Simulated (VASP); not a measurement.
# Rb (a cell with a defect) in VASP: single point with PBE+D3(BJ)

Aim: the single point of Rb (a cell with a defect) with PBE+D3(BJ).

All numbers are computed with VASP 6.6.1; they aren't measurements. Logs are shortened: lines on timing, memory, paths and dates and some standing lists are left out, and cuts for length are marked.

## Step 1: The cell of the first run

The cell holds a defect, 17 atoms: a = 11.180 Å, b = 11.180 Å, c = 11.180 Å, α = 90.00°, β = 90.00°, γ = 90.00°.

## Step 2: Single point, PBE+D3(BJ)

The input, INCAR:

```
ALGO = Normal
EDIFF = 1E-7
ENCUT = 520
GGA = PE
ISIF = 2
ISMEAR = 0
IVDW = 12
LASPH = T
LCHARG = F
LREAL = Auto
LWAVE = F
NBANDS = 90
NELM = 100
PREC = Accurate
SIGMA = 0.1
```

The input, KPOINTS:

```
k-points
0
Gamma
  1 1 1
```

The input, POSCAR:

```
Rb
1.0
   11.1800000000      0.0000000000      0.0000000000
    0.0000000000     11.1800000000      0.0000000000
    0.0000000000      0.0000000000     11.1800000000
Rb
17
Direct
   -0.0104734347      0.0042864043     -0.0031152057
    0.5120444544     -0.0007217352     -0.0029171735
   -0.0608526834      0.4124726297     -0.0063576029
   -0.0284261181      0.0133062612      0.5063042934
    0.2547638640      0.2497644902      0.2595718247
    0.5359349732      0.4614006261     -0.0041319320
    0.5365702147     -0.0075502683      0.5063209302
    0.7364106440      0.2473782648      0.2770302326
    0.0138446333      0.5129724508      0.4928578712
    0.2524923971      0.8309016100      0.3013974955
    0.2549049195      0.2516093918      0.7372200358
    0.4884715564      0.5246011628      0.4916330948
    0.7625718247      0.7370177996      0.2355612701
    0.7344610912      0.2551888193      0.7150165474
    0.2521513417      0.8035892665      0.7120525045
    0.7632821109      0.7327564401      0.7602542039
    0.2153805009      0.6262722719      0.0235851521
```

Potentials or basis: VASP PAW PBE potentials, release 64 (Rb_sv).

The run is started by

```console
> cat potpaw_PBE.64/Rb_sv/POTCAR > POTCAR
> mpirun -np 1 vasp_gam > vasp.out
```

OUTCAR:

```text
EDIFF = 1E-7
   ENCUT = 520
   GGA = PE
   ISIF = 2
   ISMEAR = 0
   IVDW = 12
   LASPH = T
   LREAL = Auto
   NELM = 100
   PREC = Accurate
 IVDW          = 12

 ion  position               nearest neighbor table
   1  0.990  0.004  0.997-   3 4.60  13 4.74  16 4.76  15 4.88  10 4.90  17 4.93  11 4.99   5 5.00
                             8 5.02  14 5.09   2 5.34   4 5.49   4 5.70
   2  0.512  0.999  0.997-  15 4.84  10 4.85  13 4.85  16 4.88   8 4.88  14 4.93  11 4.97   5 4.97
                             6 5.17  17 5.34   1 5.34   7 5.49   7 5.70
   3  0.939  0.412  0.994-  17 3.92  14 4.25   8 4.31   6 4.54   1 4.60  16 4.85  11 4.89  13 4.94
                             5 4.96   9 5.75   9 5.77
   4  0.972  0.013  0.506-  10 4.39  14 4.45   8 4.51  15 4.54  16 4.83   7 4.87  11 4.88  13 4.92
                             5 4.96   1 5.49   9 5.61   9 5.62   1 5.70
   5  0.255  0.250  0.260-  10 4.71   9 4.77  12 4.80   6 4.92   3 4.96   4 4.96   2 4.97  17 4.99
                             1 5.00   7 5.08  11 5.34   8 5.39   8 5.80
   6  0.536  0.461  0.996-  17 4.04  14 4.48   3 4.54   8 4.54  16 4.75  13 4.81  11 4.87   5 4.92
                             2 5.17  12 5.61  12 5.71
   7  0.537  0.992  0.506-  10 4.31  14 4.36   8 4.44  15 4.46  16 4.79  13 4.87   4 4.87  11 5.00
                             5 5.08  12 5.26   2 5.49   2 5.70
   8  0.736  0.247  0.277-   3 4.31   7 4.44   4 4.51   6 4.54  12 4.80   2 4.88  14 4.90   9 4.93
                             1 5.02   5 5.39  13 5.50  13 5.73   5 5.80
   9  0.014  0.513  0.493-  13 4.74   5 4.77  16 4.78  11 4.82  15 4.86  14 4.92   8 4.93  10 4.93
                            12 5.31   4 5.61   4 5.62   3 5.75   3 5.77
  10  0.252  0.831  0.301-  17 3.88   7 4.31   4 4.39  15 4.60   5 4.71  12 4.82   2 4.85   1 4.90
                             9 4.93  13 5.63
  11  0.255  0.252  0.737-   9 4.82  12 4.87   6 4.87   4 4.88   3 4.89   2 4.97   1 4.99   7 5.00
                            15 5.02  17 5.29   5 5.34  14 5.37
  12  0.488  0.525  0.492-  15 4.77  14 4.78   5 4.80   8 4.80  10 4.82  13 4.82  11 4.87  16 4.89
                             7 5.26   9 5.31   6 5.61   6 5.71
  13  0.763  0.737  0.236-   9 4.74   1 4.74   6 4.81  12 4.82   2 4.85   7 4.87   4 4.92   3 4.94
                            16 5.31   8 5.50  10 5.63  17 5.73   8 5.73
  14  0.734  0.255  0.715-   3 4.25   7 4.36   4 4.45   6 4.48  12 4.78   8 4.90   9 4.92   2 4.93
                             1 5.09  11 5.37  16 5.37
  15  0.252  0.804  0.712-  17 4.03   7 4.46   4 4.54  10 4.60  12 4.77   2 4.84   9 4.86   1 4.88
                            11 5.02  16 5.55  16 5.79
  16  0.763  0.733  0.760-   6 4.75   1 4.76   9 4.78   7 4.79   4 4.83   3 4.85   2 4.88  12 4.89
                            13 5.31  14 5.37  15 5.55  15 5.79
  17  0.215  0.626  0.024-  10 3.88   3 3.92  15 4.03   6 4.04   1 4.93   5 4.99  11 5.29   2 5.34
                            13 5.73

  LATTYP: Found a simple cubic cell.
 ALAT       =    11.1800000000

  Lattice vectors:

 A1 = (  11.1800000000,   0.0000000000,   0.0000000000)
 A2 = (   0.0000000000,  11.1800000000,   0.0000000000)
 A3 = (   0.0000000000,   0.0000000000,  11.1800000000)

Analysis of symmetry for initial positions (statically):
=====================================================================
 Subroutine PRICEL returns:
 Original cell was already a primitive cell.

 Routine SETGRP: Setting up the symmetry group for a
 simple cubic supercell.

 Subroutine GETGRP returns: Found  1 space group operations
 (whereof  1 operations were pure point group operations)
 out of a pool of 48 trial point group operations.

The static configuration has the point symmetry C_1 .

Analysis of symmetry for dynamics (positions and initial velocities):
=====================================================================
 Subroutine PRICEL returns:
 Original cell was already a primitive cell.

 Routine SETGRP: Setting up the symmetry group for a
 simple cubic supercell.

 Subroutine GETGRP returns: Found  1 space group operations
 (whereof  1 operations were pure point group operations)
 out of a pool of 48 trial point group operations.

The dynamic configuration has the point symmetry C_1 .

 Subroutine INISYM returns: Found  1 space group operations
 (whereof  1 operations are pure point group operations),
 and found     1 'primitive' translations

----------------------------------------------------------------------------------------

                                     Primitive cell

  volume of cell :    1397.4150

  direct lattice vectors                    reciprocal lattice vectors
    11.180000000  0.000000000  0.000000000     0.089445438  0.000000000  0.000000000
     0.000000000 11.180000000  0.000000000     0.000000000  0.089445438  0.000000000
     0.000000000  0.000000000 11.180000000     0.000000000  0.000000000  0.089445438

  length of vectors
    11.180000000 11.180000000 11.180000000     0.089445438  0.089445438  0.089445438

  position of ions in fractional coordinates (direct lattice)
     0.989526565  0.004286404  0.996884794
     0.512044454  0.999278265  0.997082826
     0.939147317  0.412472630  0.993642397
     0.971573882  0.013306261  0.506304293
     0.254763864  0.249764490  0.259571825
     0.535934973  0.461400626  0.995868068
[... 9 lines left out ...]
     0.763282111  0.732756440  0.760254204
     0.215380501  0.626272272  0.023585152

  ion indices of the primitive-cell ions
   primitive index   ion index
                 1           1
                 2           2
                 3           3
                 4           4
                 5           5
                 6           6
[... 9 lines left out ...]
                16          16
                17          17

----------------------------------------------------------------------------------------

 KPOINTS: k-points

Automatic generation of k-mesh.
 Grid dimensions read from file:
 generate k-points for:    1    1    1

 Generating k-lattice:

  Cartesian coordinates                     Fractional coordinates (reciprocal lattice)
     0.089445438  0.000000000  0.000000000     1.000000000  0.000000000  0.000000000
     0.000000000  0.089445438  0.000000000     0.000000000  1.000000000  0.000000000
     0.000000000  0.000000000  0.089445438     0.000000000  0.000000000  1.000000000

  Length of vectors
     0.089445438  0.089445438  0.089445438

  Shift w.r.t. Gamma in fractional coordinates (k-lattice)
     0.000000000  0.000000000  0.000000000

 Subroutine IBZKPT returns following result:
 ===========================================

 Found      1 irreducible k-points:

 Following reciprocal coordinates:
            Coordinates               Weight
  0.000000  0.000000  0.000000      1.000000
   k-points           NKPTS =      1   k-points in BZ     NKDIM =      1   number of bands    NBANDS=     90
   number of dos      NEDOS =    301   number of ions     NIONS =     17
   total plane-waves  NPLWV = 592704
   dimension x,y,z NGX =    84 NGY =   84 NGZ =   84
   dimension x,y,z NGXF=   168 NGYF=  168 NGZF=  168
   ions per type =              17
   NGX,Y,Z   is equivalent  to a cutoff of  12.49, 12.49, 12.49 a.u.
   NGXF,Y,Z  is equivalent  to a cutoff of  24.98, 24.98, 24.98 a.u.
 SYSTEM =  unknown system
   PREC   = accura    normal or accurate (medium, high low for compatibility)
   ISTART =      0    job   : 0-new  1-cont  2-samecut
   ICHARG =      2    charge: 1-file 2-atom 10-const
   ISPIN  =      1    spin polarized calculation?
   LNONCOLLINEAR =      F non collinear calculations
   LSORBIT =      F    spin-orbit coupling
   LASPH  =      T    aspherical Exc in radial PAW
   ENCUT  =  520.0 eV  38.22 Ry    6.18 a.u.  20.79 20.79 20.79*2*pi/ulx,y,z
   NELM   =    100;   NELMIN=  2; NELMDL= -5     # of ELM steps
   EDIFF  = 0.1E-06   stopping-criterion for ELM
   LREAL  =      T    real-space projection
   EDIFFG = 0.1E-05   stopping-criterion for IOM
   NSW    =      0    number of steps for IOM
   IBRION =     -1    ionic relax: 0-MD 1-quasi-New 2-CG
   NFREE  =      0    steps in history (QN), initial steepest desc. (CG)
   ISIF   =      2    stress and relaxation
   ISYM   =      2    0-nonsym 1-usesym 2-fastsym
   POTIM  = 0.5000    time-step for ionic-motion
   TEBEG  =    0.0;   TEEND  =   0.0 temperature during run
   PSTRESS=    0.0 pullay stress
   NELECT =     153.0000    total number of electrons
   NUPDOWN=      -1.0000    fix difference up-down
   EMIN   =  10.00;   EMAX   =-10.00  energy-range for DOS
   EFERMI =   0.00;   METHOD = LEGACY
   ISMEAR =     0;   SIGMA  =   0.10  broadening in eV -4-tet -1-fermi 0-gaus
   EFERMI_NEDOS =   21; number of points for ismear=-14 and -15
   IALGO  =     38    algorithm
   IMIX   =      4    mixing-type and parameters
     AMIX     =   0.40;   BMIX     =  1.00
     AMIX_MAG =   1.60;   BMIX_MAG =  1.00
  volume/ion in A,a.u.               =      82.20       554.72
  Fermi-wavevector in a.u.,A,eV,Ry     =   0.783183  1.480002  8.345492  0.613376
  Thomas-Fermi vector in A             =   1.887060
   LORBIT       =      0    0 simple, 1 ext, 2 COOP (PROOUT), +10 PAW based schemes
   GGA     = PE    functional components
   LHFCALC =     F    Hartree Fock is set to
   AEXX    =    0.0000 exact exchange contribution
   IVDW    =    12    specifies the selected vdW correction
   LEPSILON=     F    determine dielectric tensor
   LRPA    =     F    only Hartree local field effects (RPA)
 non-spin polarized calculation
 Gauss-broadening in eV      SIGMA  =   0.10
  energy-cutoff  :      520.00
  volume of cell :     1397.42
 maximum number of plane-waves:     18781
 NGX is ok and might be reduce to    84
   NGX = 41   NGY = 41   NGZ = 41

 number of electron     153.0000000 magnetization

 Free energy of the ion-electron system (eV)
  ---------------------------------------------------
  ext. energy  EPLUGINS =         0.00000000
  ---------------------------------------------------
  free energy    TOTEN  =       -14.13688800 eV

  energy without entropy =      -13.87765025  energy(sigma->0) =      -14.00726912

 E-fermi :   0.4091     XC(G=0):  -5.7063

 val. band max:       -0.3599977593   @ k =   0.0000   0.0000   0.0000
 cond. band min:       0.4300847749   @ k =   0.0000   0.0000   0.0000
 fundamental gap:      0.7900825342
 Fermi energy:         0.4091030776

 k-point     1 :       0.0000    0.0000    0.0000
  band No.  band energies     occupation
      1     -28.9606      2.00000
      2     -28.7491      2.00000
      3     -28.7366      2.00000
      4     -28.6769      2.00000
      5     -28.6706      2.00000
      6     -28.6145      2.00000
[... 80 lines left out ...]
     87       1.0058      0.00000
     88       1.3848      0.00000
 [bands above 88 left out]

------------------------ aborting loop because EDIFF is reached ----------------------------------------

 Edisp (eV)   -1.89925

 E8    (eV) :    -1.0845

  FORCE on cell =-STRESS in cart. coord.  units (eV):
  Direction    XX          YY          ZZ          XY          YZ          ZX
  --------------------------------------------------------------------------------------
  -------------------------------------------------------------------------------------
  Total       1.75431     1.68678     1.73039     0.05570     0.05591    -0.06345
  in kB       2.01136     1.93395     1.98395     0.06386     0.06410    -0.07275
  external pressure =        1.98 kB  Pullay stress =        0.00 kB

 VOLUME and BASIS-vectors are now :
 -----------------------------------------------------------------------------
  energy-cutoff  :      520.00
  volume of cell :     1397.42
      direct lattice vectors                 reciprocal lattice vectors
    11.180000000  0.000000000  0.000000000     0.089445438  0.000000000  0.000000000
     0.000000000 11.180000000  0.000000000     0.000000000  0.089445438  0.000000000
     0.000000000  0.000000000 11.180000000     0.000000000  0.000000000  0.089445438

 POSITION                                       TOTAL-FORCE (eV/Angst)
 -----------------------------------------------------------------------------------
     11.06291      0.04792     11.14517         0.003488      0.001744     -0.001771
      5.72466     11.17193     11.14739        -0.000670      0.004202     -0.001169
     10.49967      4.61144     11.10892         0.018016      0.028839     -0.007913
     10.86220      0.14876      5.66048         0.023131      0.003230     -0.001809
      2.84826      2.79237      2.90201         0.001168      0.002472     -0.008784
      5.99175      5.15846     11.13381        -0.001101      0.027408     -0.005787
[... 9 lines left out ...]
      8.53349      8.19222      8.49964        -0.000457      0.009534     -0.012731
      2.40795      7.00172      0.26368        -0.046222     -0.025329      0.005738
 -----------------------------------------------------------------------------------
    total drift:                                0.001029     -0.000760      0.000591

  FREE ENERGIE OF THE ION-ELECTRON SYSTEM (eV)
  ---------------------------------------------------
  free  energy   TOTEN  =       -16.0361421396 eV

  energy  without entropy=      -15.7769043932  energy(sigma->0) =      -15.90652327
```

It took 2.3 min on 1 thread of Intel Xeon Platinum 8488C (Sapphire Rapids), shared host; peak memory 0.96 GiB.

Results:

| Quantity | Value |
| --- | --- |
| Free energy | -16.0361 eV |
| Pressure | 0.2 GPa |
| Largest force | 0.053 eV/Å |
| Dispersion energy per atom | -0.112 eV |

Forces on the atoms (eV/Å):
```
Rb   0.003  0.002 -0.002
Rb  -0.001  0.004 -0.001
Rb   0.018  0.029 -0.008
Rb   0.023  0.003 -0.002
Rb   0.001  0.002 -0.009
Rb  -0.001  0.027 -0.006
Rb  -0.020  0.013 -0.003
Rb  -0.001 -0.015 -0.005
Rb  -0.010 -0.008  0.000
Rb   0.015 -0.002  0.040
Rb   0.002  0.002  0.007
Rb   0.012 -0.011  0.000
Rb  -0.001  0.010  0.012
Rb  -0.003 -0.015  0.003
Rb   0.009 -0.027 -0.020
Rb   0.000  0.010 -0.013
Rb  -0.046 -0.025  0.006
```

Levels at points of the mesh, in eV from the Fermi level:
```
           k point  band 73  band 74  band 75  band 76  band 77  band 78
(0.00, 0.00, 0.00)    -0.79    -0.78    -0.77     0.02     0.04     0.04
```

Caveat: the k points lie up to 0.56 Å⁻¹ apart.
